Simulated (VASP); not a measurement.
# BeS (anti NiAs type) (P6_3/mmc) in VASP: a series of runs, part 2 of 2

VASP 6.6.1. Earlier steps stand in the parts before.

## (3) Relaxation of cell and atoms, PBE, target pressure -2.9 GPa, at which the enthalpy is minimised

The input, INCAR:

```
PREC     = Accurate       # precision mode
ENCUT    = 600            # plane-wave cutoff, eV
EDIFF    = 1E-6           # SCF threshold, eV
ISMEAR   = -1             # smearing method
SIGMA    = 0.08           # smearing width, eV
LREAL    = F              # projectors in reciprocal space
LASPH    = T              # aspherical terms in the spheres
NELM     = 60             # most SCF steps
ALGO     = Normal         # electronic algorithm
ISIF     = 3              # what is computed and relaxed
LWAVE    = F              # write WAVECAR
LCHARG   = F              # write CHGCAR
GGA      = PE             # functional
IBRION   = 2              # ionic algorithm
NSW      = 60             # ionic steps
EDIFFG   = -0.005         # ionic threshold
PSTRESS  = -29.0
```

The input, KPOINTS:

```
Automatic mesh
0
Gamma
  12 12 7
```

The input, POSCAR:

```
BeS
1.0
    3.3626857245      0.0000000000      0.0000000000
   -1.6813428623      2.9121712624      0.0000000000
    0.0000000000      0.0000000000      5.2121628730
Be S
2 2
Direct
    0.0000000000      0.0000000000      0.0000000000
    0.0000000000      0.0000000000      0.5000000000
    0.3333333333      0.6666666667      0.2500000000
    0.6666666667      0.3333333333      0.7500000000
```

Potentials or basis: VASP PAW PBE potentials, release 64 (Be, S).

Started as:

```bash
> cat potpaw_PBE.64/Be/POTCAR potpaw_PBE.64/S/POTCAR > POTCAR
> mpirun -np 1 vasp_std > vasp.out
```

It took 75 s on 1 thread of AMD EPYC 9R45 (Zen 5), shared host; peak memory 0.17 GiB.

Results (log left out):

```
Free energy                                                : -17.9523 eV
Relaxed volume                                             : 12.73 Å³/atom
Relaxed cell                                               : a = 3.331 Å, b = 3.331 Å, c = 5.297 Å, α = 90.00°, β = 90.00°, γ = 120.00°
Space group after relaxing (to 0.1 Å)                      : P6_3/mmc (No. 194)
Energy change on relaxing (the run minimises the enthalpy) : -3.8 meV/atom
Ionic steps                                                : 4
Pressure after relaxing                                    : -2.9 GPa
Band gap on the k mesh                                     : 1.47 eV (least direct gap 3.38 eV)
```

Step by step:
| step | energy change (eV) | largest force (eV/Å) | pressure (GPa) | volume (Å³) |
| --- | --- | --- | --- | --- |
| 1 | 0.0000 | 0.0000 | -3.17 | 51.04 |
| 2 | -0.0148 | 0.0000 | -2.87 | 50.88 |
| 3 | -0.0171 | 0.0000 | -2.74 | 50.81 |
| 4 | -0.0152 | 0.0000 | -2.94 | 50.91 |

Final structure:
```
CELL_PARAMETERS angstrom
3.33147 0.00000 0.00000
-1.66574 2.88514 0.00000
0.00000 0.00000 5.29690
ATOMIC_POSITIONS crystal
Be 0.00000 0.00000 0.00000
Be 0.00000 0.00000 0.50000
S 0.33333 0.66667 0.25000
S 0.66667 0.33333 0.75000
```

Levels at points of the mesh, in eV from the valence-band top:
```tsv
k point	band 6	band 7	band 8	band 9	band 10	band 11
(0.00, 0.00, 0.00)	-0.75	-0.75	0.00	3.38	4.49	5.74
(0.50, 0.00, 0.00)	-3.34	-2.59	-0.62	3.18	3.79	3.85
```

Caveat: the cell is relaxed towards a set pressure, so the run minimises the enthalpy, not the energy; an odd mesh through Γ misses points on the zone boundary, where band edges can lie.

## (4) Single point, PBE

This run uses another cell than the first one, of 12.73 Å³/atom.

The input, INCAR:

```
PREC = Accurate
ENCUT = 520
EDIFF = 1E-6
ISMEAR = -1
SIGMA = 0.08
LREAL = F
LASPH = T
NELM = 60
ALGO = Normal
ISIF = 2
LWAVE = F
LCHARG = F
GGA = PE
NBANDS = 16
```

KPOINTS is that of step 3.

The input, POSCAR:

```
BeS
1.0
    3.3316239739      0.0000000000      0.0000000000
   -1.6658119870      2.8852709972      0.0000000000
    0.0000000000      0.0000000000      5.2970089531
Be S
2 2
Direct
    0.0000000000      0.0000000000      0.0000000000
    0.0000000000      0.0000000000      0.5000000000
    0.3333333333      0.6666666667      0.2500000000
    0.6666666667      0.3333333333      0.7500000000
```

Started as:

```bash
> cat potpaw_PBE.64/Be/POTCAR potpaw_PBE.64/S/POTCAR > POTCAR
> mpirun -np 1 vasp_std > vasp.out
```

It took 88 s on 1 thread of Intel Xeon 8259CL, shared host; peak memory 0.2 GiB.

It converged, with:

| Item | Value |
| --- | --- |
| Free energy | -17.9518 eV |
| Pressure | -3.0 GPa |
| Band gap on the k mesh | 1.47 eV (least direct gap 3.37 eV) |

Levels at points of the mesh, in eV from the valence-band top:
| k point | band 6 | band 7 | band 8 | band 9 | band 10 | band 11 |
| --- | --- | --- | --- | --- | --- | --- |
| (0.00, 0.00, 0.00) | -0.75 | -0.75 | 0.00 | 3.37 | 4.49 | 5.74 |
| (0.50, 0.00, 0.00) | -3.34 | -2.59 | -0.62 | 3.18 | 3.79 | 3.85 |

Caveat: an odd mesh through Γ misses points on the zone boundary, where band edges can lie.

## (5) Single point, PBE

This run uses another cell than the first one, of 12.73 Å³/atom.

The input, INCAR:

```
SYSTEM = BeS
  ALGO = Normal
  EDIFF = 1E-7
  ENCUT = 520
  GGA = PE
  ISIF = 2
  ISMEAR = -1
  LASPH = .TRUE.
  LCHARG = .TRUE.
  LELF = .TRUE.
  LREAL = .FALSE.
  LVHAR = .TRUE.
  LWAVE = .FALSE.
  NBANDS = 16
  NELM = 80
  PREC = Accurate
  SIGMA = 0.08
```

The input, KPOINTS:

```
k-points
0
G
  12 12 7
  0 0 0
```

POSCAR is that of step 4.

Started as:

```bash
> cat potpaw_PBE.64/Be/POTCAR potpaw_PBE.64/S/POTCAR > POTCAR
> mpirun -np 1 vasp_std > vasp.out
```

Wall time 94 s (1 thread of Intel Xeon 8259CL, shared host); peak memory 0.2 GiB.

Results (log left out):

- Free energy: -17.9518 eV
- Pressure: -3.0 GPa
- Band gap on the k mesh: 1.47 eV (least direct gap 3.37 eV)

Levels at points of the mesh, in eV from the valence-band top:
| k point | band 4 | band 5 | band 6 | band 7 | band 8 | band 9 | band 10 | band 11 | band 12 | band 13 |
| --- | --- | --- | --- | --- | --- | --- | --- | --- | --- | --- |
| (0.00, 0.00, 0.00) | -0.77 | -0.77 | -0.75 | -0.75 | 0.00 | 3.37 | 4.49 | 5.74 | 5.74 | 6.47 |
| (0.50, 0.00, 0.00) | -5.71 | -4.75 | -3.34 | -2.59 | -0.62 | 3.18 | 3.79 | 3.85 | 3.95 | 7.45 |

Caveat: an odd mesh through Γ misses points on the zone boundary, where band edges can lie.

## (6) Single point, PBE

This run uses another cell than the first one, of 13.61 Å³/atom.

The input, INCAR:

```
SYSTEM = BeS
PREC = Accurate
ENCUT = 520
EDIFF = 1E-6
ISMEAR = -1
SIGMA = 0.08
LREAL = .False.
LASPH = .True.
NELM = 80
ALGO = Normal
ISIF = 2
LWAVE = .False.
LCHARG = .False.
GGA = PE
NBANDS = 16
```

The input, KPOINTS:

```
Automatic mesh
0
Gamma
  12 12 7
  0 0 0
```

The input, POSCAR:

```
BeS
1.0
    3.2596287706      0.0000000000      0.0000000000
   -1.6298143853      2.8229213223      0.0000000000
    0.0000000000      0.0000000000      5.9162253427
S Be
2 2
Direct
    0.0000000000      0.0000000000      0.0000000000
    0.0000000000      0.0000000000      0.5000000000
    0.3333333333      0.6666666667      0.2500000000
    0.6666666667      0.3333333333      0.7500000000
```

Potentials or basis: VASP PAW PBE potentials, release 64 (S, Be).

Started as:

```bash
> cat potpaw_PBE.64/S/POTCAR potpaw_PBE.64/Be/POTCAR > POTCAR
> mpirun -np 1 vasp_std > vasp.out
```

Run time: 61 s. Hardware: 1 thread of Intel Xeon 8259CL, shared host; peak memory 0.2 GiB.

It converged, with:

```yaml
Free_energy: -16.2194 eV
Pressure: -3.0 GPa
Band_gap_on_the_k_mesh: zero (bands 8 and 9 overlap by 0.41 eV)
```

Levels at points of the mesh, in eV from the Fermi level:
```tsv
k point	band 5	band 6	band 7	band 8	band 9	band 10	band 11	band 12
(0.00, 0.00, 0.00)	-1.14	-1.14	0.27	0.27	2.89	4.18	4.18	5.56
(0.50, 0.00, 0.00)	-5.54	-2.97	-0.97	-0.83	0.34	2.45	3.29	3.52
```

Caveat: semilocal functionals underestimate gaps, so a narrow gap can read as zero.

## (7) Single point, PBE

This run uses another cell than the first one, of 13.61 Å³/atom.

The input, INCAR:

```
SYSTEM = BeS
PREC = Accurate
ENCUT = 520
EDIFF = 1E-6
ISMEAR = -1
SIGMA = 0.08
LREAL = .FALSE.
LASPH = .TRUE.
NELM = 100
ALGO = Normal
ISIF = 2
LWAVE = .FALSE.
LCHARG = .FALSE.
GGA = PE
NBANDS = 16
```

The input, KPOINTS:

```
Automatic mesh
0
G
  12 12 7
  0 0 0
```

POSCAR, as its differences from that of step 6:

```diff
@@ -4,3 +4,3 @@
    -1.6298143853      2.8229213223      0.0000000000
-    0.0000000000      0.0000000000      5.9162253427
+    0.0000000000      0.0000000000      5.9162253428
 S Be
```

Started as:

```bash
> cat potpaw_PBE.64/S/POTCAR potpaw_PBE.64/Be/POTCAR > POTCAR
> mpirun -np 1 vasp_std > vasp.out
```

It took 68 s on 1 thread of Intel Xeon 8259CL, shared host; peak memory 0.2 GiB.

Results (log left out):

| Quantity | Value |
| --- | --- |
| Free energy | -16.2194 eV |
| Pressure | -3.0 GPa |
| Band gap on the k mesh | zero (bands 8 and 9 overlap by 0.41 eV) |

Levels at points of the mesh, in eV from the Fermi level:
```tsv
k point	band 4	band 5	band 6	band 7	band 8	band 9	band 10	band 11	band 12	band 13
(0.00, 0.00, 0.00)	-1.40	-1.14	-1.14	0.27	0.27	2.89	4.18	4.18	5.56	5.86
(0.50, 0.00, 0.00)	-6.16	-5.54	-2.97	-0.97	-0.83	0.34	2.45	3.29	3.52	6.81
```

Caveat: semilocal functionals underestimate gaps, so a narrow gap can read as zero.

## (8) The runs side by side

```tsv
task	potentials or basis	cell	cutoff (eV)	gap on the mesh (eV)	pressure (GPa)
relaxation of cell and atoms	VASP PAW PBE potentials, release 64 (S, Be)	relaxed to -2.9 GPa from a = 3.363, b = 3.363, c = 5.212 Å, angles 90.0, 90.0, 120.0°, 4 atoms, atomic positions A	600	none	-2.9
relaxation of cell and atoms	VASP PAW PBE potentials, release 64 (Be, S)	relaxed to -2.9 GPa from a = 3.363, b = 3.363, c = 5.212 Å, angles 90.0, 90.0, 120.0°, 4 atoms, atomic positions B	600	1.47	-2.9
single point	VASP PAW PBE potentials, release 64 (Be, S)	a = 3.332, b = 3.332, c = 5.297 Å, angles 90.0, 90.0, 120.0°, 4 atoms, atomic positions B	520	1.47	-3.0
single point	VASP PAW PBE potentials, release 64 (S, Be)	a = 3.260, b = 3.260, c = 5.916 Å, angles 90.0, 90.0, 120.0°, 4 atoms, atomic positions A	520	none	-3.0
```

Alike in all rows: level PBE; no spin polarisation; k mesh 12 × 12 × 7; smearing fermi-dirac 0.08 eV.

Caveats: the cell is relaxed towards a set pressure, so the run minimises the enthalpy, not the energy (at least some runs); semilocal functionals underestimate gaps, so a narrow gap can read as zero (at least some runs); an odd mesh through Γ misses points on the zone boundary, where band edges can lie (at least some runs).

Absolute energies hang on the potentials; compare differences alone.
